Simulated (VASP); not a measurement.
Ti: single point with r2SCAN

The system is Ti.

```
CELL_PARAMETERS angstrom
-1.61007 1.61007 1.61007
1.61007 -1.61007 1.61007
1.61007 1.61007 -1.61007
ATOMIC_POSITIONS crystal
Ti 0.00000 0.00000 0.00000
```

This cell differs from its parent crystal: functional r2SCAN, strained.

* Program: VASP 6.6.1
* Task: single point
* Functional: r2SCAN
* Potentials or basis: VASP PAW PBE potentials, release 64 (Ti_sv)
* Cutoff: 520 eV
* k mesh: 18 × 18 × 18
* Occupations: gaussian, width 0.1 eV
* Spin: no spin polarisation

The pressure is 3.8 GPa and the band gap on the k mesh is zero (band 6 reaches 9.73 eV, above the bottom of band 7 at 7.86 eV).

Levels at points of the mesh, in eV from the Fermi level:
| k point | band 2 | band 3 | band 4 | band 5 | band 6 | band 7 | band 8 | band 9 | band 10 | band 11 |
| --- | --- | --- | --- | --- | --- | --- | --- | --- | --- | --- |
| (0.00, 0.00, 0.00) | -33.58 | -33.58 | -33.58 | -6.42 | 1.18 | 1.18 | 1.18 | 3.05 | 3.05 | 18.37 |
| (0.50, 0.00, 0.00) | -34.37 | -33.82 | -33.59 | -2.68 | -0.37 | 1.09 | 3.07 | 3.44 | 4.71 | 9.63 |
| (0.50, 0.50, 0.50) | -34.11 | -34.11 | -34.11 | -2.42 | -2.42 | 4.33 | 4.33 | 4.33 | 9.10 | 9.10 |

It took 88 s on 1 thread of Intel(R) Xeon(R) Platinum 8375C CPU @ 2.90GHz (Ice Lake), on a shared host, peak memory 0.17 GiB.

Caveat: the cell differs from its parent crystal (functional r2SCAN, strained); the PAW data sets were made with another functional, which shifts forces and pressure a little.
